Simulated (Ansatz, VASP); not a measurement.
# Two plane-wave programs on Mg

```
Mg
1.0
     3.08951    0.00000    0.00000
    -1.54475    2.67559    0.00000
     0.00000    0.00000   15.25892
Mg
3
Direct
  0.00000 0.00000 0.00000
  0.66667 0.33333 0.82420
  0.66667 0.33333 0.17580
```

Alike in both runs: functional r2SCAN; k mesh 12 × 12 × 4; occupations gaussian, width 0.1 eV; no spin polarisation.

Ansatz relaxed the structure, and its values are those at the end. VASP's run is a single point on that final structure, the one shown.

|  | VASP | Ansatz |
| --- | --- | --- |
| version | VASP 6.6.1 | Ansatz 0.2.0 |
| potentials or method | VASP PAW PBE potentials, release 64 (Mg), cutoff 520 eV | scalar-relativistic, plane waves, PAW |
| valence electrons in the cell | 6 | 30 |

Ansatz gave:

```
gap on the k mesh at the Fermi level (eV) : none
rms of the force components (eV/Å)        : 0.000
```

Which values does VASP return?

gap on the k mesh at the Fermi level (eV): none; rms of the force components (eV/Å): 0.005.

VASP's potentials were made for PBE, not for r2SCAN. A gap of «none» marks a metal or a gap that the smearing closes. With one functional, cell and mesh, what is left measures potentials, basis and numerics. VASP's potentials hold 6 valence electrons a cell and Ansatz's 30, so a difference there can come from the potentials and not from the codes.
